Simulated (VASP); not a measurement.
Set up this calculation in VASP 6.6.1, as the native input.

```
Task                   : single point
Functional             : PBE
Dispersion             : D3(BJ)
Potentials or basis    : VASP PAW PBE potentials, release 64 (C)
Cutoff                 : 520 eV
k mesh                 : 24 × 24 × 8
Occupations            : gaussian, width 0.15 eV
Spin                   : no spin polarisation
Dipole correction      : no
Further INCAR settings : ALGO = Normal; EDIFF = 1e-07; NBANDS = 16
```

The structure of C lies in POSCAR:

```
C
1.0
    2.2677812922      0.0000000000      0.0000000000
   -1.1338906461      1.9639562093      0.0000000000
    0.0000000000      0.0000000000      6.1993580202
C
4
Direct
    0.0000000000      0.0000000000      0.0025000000
    0.0000000000      0.0000000000      0.5025000000
    0.3333333333      0.6666666667      0.0025000000
    0.6666666667      0.3333333333      0.5025000000
```

This cell differs from its parent crystal: strain -0.080 along x and y, -0.080 along z.

One way to write it, as run:

INCAR

```
SYSTEM = C
  ALGO = Normal
  EDIFF = 1E-7
  ENCUT = 520
  GGA = PE
  ISIF = 2
  ISMEAR = 0
  IVDW = 12
  LASPH = .TRUE.
  LCHARG = .FALSE.
  LREAL = .FALSE.
  LWAVE = .FALSE.
  NBANDS = 16
  NELM = 100
  PREC = Accurate
  SIGMA = 0.15
```

KPOINTS

```
k-points
0
G
  24 24 8
  0 0 0
```

Potentials or basis: VASP PAW PBE potentials, release 64 (C).

Run with:

```bash
$ cat potpaw_PBE.64/C/POTCAR > POTCAR
$ mpirun -np 1 vasp_std > vasp.out
```

Results of the run:

| Property | Result |
| --- | --- |
| Pressure | 107.3 GPa |
| Band gap on the k mesh | zero (bands 8 and 9 overlap by 0.05 eV) |
| Dispersion energy per atom | -0.157 eV |

Caveat: the cell differs from its parent crystal (strain -0.080 along x and y, -0.080 along z); the stress differs along the axes, from 4 to 159 GPa.

It took 3.1 min on 1 thread of Intel Xeon 8259CL, with other jobs on the host, peak memory 0.22 GiB.
